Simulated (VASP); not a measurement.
## Cu: single point with PBE

Crystal: Cu.

```
Cu
1.0
    -1.44716    1.43374    1.36013
     1.44725   -1.43990    1.36668
     1.46384    1.45658   -1.36658
Cu
1
Direct
  0.99823 0.97807 0.02493
```

```
Program             : VASP 6.6.1
Task                : single point
Functional          : PBE
Potentials or basis : VASP PAW PBE potentials, release 64 (Cu)
Cutoff              : 520 eV
k mesh              : 6 × 6 × 6
Occupations         : gaussian, width 0.1 eV
Spin                : no spin polarisation
```

```yaml
Pressure: 8.2 GPa
```

Stress tensor (GPa, compression positive):
```
 8.41  0.27 -0.01
 0.27  8.02  0.04
-0.01  0.04  8.08
```

Levels at points of the mesh, in eV from the Fermi level:
```csv
k point,band 4,band 5,band 6,band 7,band 8,band 9
"(0.00, 0.00, 0.00)",-3.20,-2.45,-2.18,24.26,24.79,26.23
"(0.50, 0.00, 0.00)",-2.07,-1.53,-0.55,4.70,16.81,17.23
"(0.00, 0.50, 0.00)",-2.07,-1.54,-0.64,4.58,16.96,17.56
"(0.50, 0.50, 0.00)",-2.28,-1.56,-1.02,4.05,18.64,18.97
"(0.00, 0.00, 0.50)",-2.24,-1.57,-1.18,3.80,18.80,19.23
"(0.50, 0.00, 0.50)",-2.07,-1.54,-0.64,4.58,17.12,17.39
"(0.00, 0.50, 0.50)",-2.06,-1.54,-0.63,4.60,16.89,17.33
"(0.50, 0.50, 0.50)",-1.72,-1.67,7.29,7.57,9.85,13.05
```

Run time: 8.9 s on 1 thread of AMD EPYC 7R13 Processor (Zen 3) (shared host), peak memory 0.09 GiB.

Caveat: the k points lie up to 0.53 Å⁻¹ apart.
